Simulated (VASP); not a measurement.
Runs of VASP 6.6.1 on Ti. The structure is that of space group P6/mmm (No. 191), or close to it. The cells are those of the table. This isn't the form of Ti at room conditions, which is hcp.

```csv
task,cell,k mesh,cutoff (eV),smearing,second try,gap on the mesh (eV),pressure (GPa)
single point,"a = 4.558, b = 4.558, c = 2.812 Å, angles 90.0, 90.0, 120.0°, 3 atoms",12 × 12 × 14,520,fermi-dirac 0.15 eV,-,none,(a)
single point,"a = 4.534, b = 4.534, c = 2.844 Å, angles 90.0, 90.0, 120.0°, 3 atoms",12 × 12 × 18,550,gaussian 0.1 eV,not_converged,none,1.5
relaxation of cell and atoms,"relaxed to 22 GPa from a = 4.455, b = 4.455, c = 2.756 Å, angles 90.0, 90.0, 120.0°, 3 atoms",12 × 12 × 14,600,fermi-dirac 0.15 eV,-,none,22.0
single point,"a = 4.590, b = 4.590, c = 2.830 Å, angles 90.0, 90.0, 120.0°, 3 atoms",12 × 12 × 14,520,fermi-dirac 0.15 eV,-,none,-0.3
```

Alike in all rows: level PBE; potentials or basis VASP PAW PBE potentials, release 64 (Ti_sv); no spin polarisation.

Task: Estimate the missing entries.

Result: (a) 1.9.

Caveats: the cell is relaxed towards a set pressure, so the run minimises the enthalpy, not the energy (at least some runs).

A gap of «none» marks levels without a gap at the run's occupations.
